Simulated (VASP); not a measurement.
Y: relaxation of cell and atoms with LDA

Y:

```
Y
1.0
     3.54058    0.00000    0.00000
    -1.77029    3.06623    0.00000
     0.00000    0.00000    5.51247
Y
2
Direct
  0.33333 0.66667 0.25000
  0.66667 0.33333 0.75000
```

```
Program                : VASP 6.6.1
Task                   : relaxation of cell and atoms
Functional             : LDA
Potentials or basis    : VASP PAW LDA potentials, release 64 (Y_sv)
Cutoff                 : 500 eV
k mesh                 : 21 × 21 × 12
Occupations            : gaussian, width 0.1 eV
Spin                   : no spin polarisation
Dipole correction      : no
Further INCAR settings : ALGO = Normal; EDIFF = 1e-07; IBRION = 2; EDIFFG = -0.002; NSW = 100; ISIF = 3
```

```json
{
 "Relaxed volume": "29.82 Å³/atom",
 "Relaxed cell": "a = 3.536 Å, b = 3.536 Å, c = 5.509 Å, α = 90.00°, β = 90.00°, γ = 120.00°",
 "Space group after relaxing (to 0.1 Å)": "P6_3/mmc (No. 194)",
 "Energy gained by relaxing": "0.0 meV/atom",
 "Ionic steps": "8",
 "Pressure after relaxing": "0.0 GPa",
 "Band gap on the k mesh": "zero (bands 11 and 12 overlap by 1.79 eV)"
}
```

Final structure:
```yaml
crystal:
  lattice:
    - [3.53603, 0.00000, 0.00000]
    - [-1.76802, 3.06229, 0.00000]
    - [0.00000, 0.00000, 5.50862]
  atoms:
    - { symbol: Y, position: [0.33333, 0.66667, 0.25000] }
    - { symbol: Y, position: [0.66667, 0.33333, 0.75000] }
```

Levels at points of the mesh, in eV from the Fermi level:
```csv
k point,band 9,band 10,band 11,band 12,band 13,band 14
"(0.00, 0.00, 0.00)",-4.82,-2.03,1.34,1.76,1.76,2.16
"(0.00, 0.00, 0.50)",-3.24,-3.24,1.00,1.00,1.66,1.66
```

It took 13 min on 1 thread of Intel(R) Xeon(R) Platinum 8259CL CPU @ 2.50GHz (Skylake/Cascade Lake), on a shared host, peak memory 0.4 GiB.
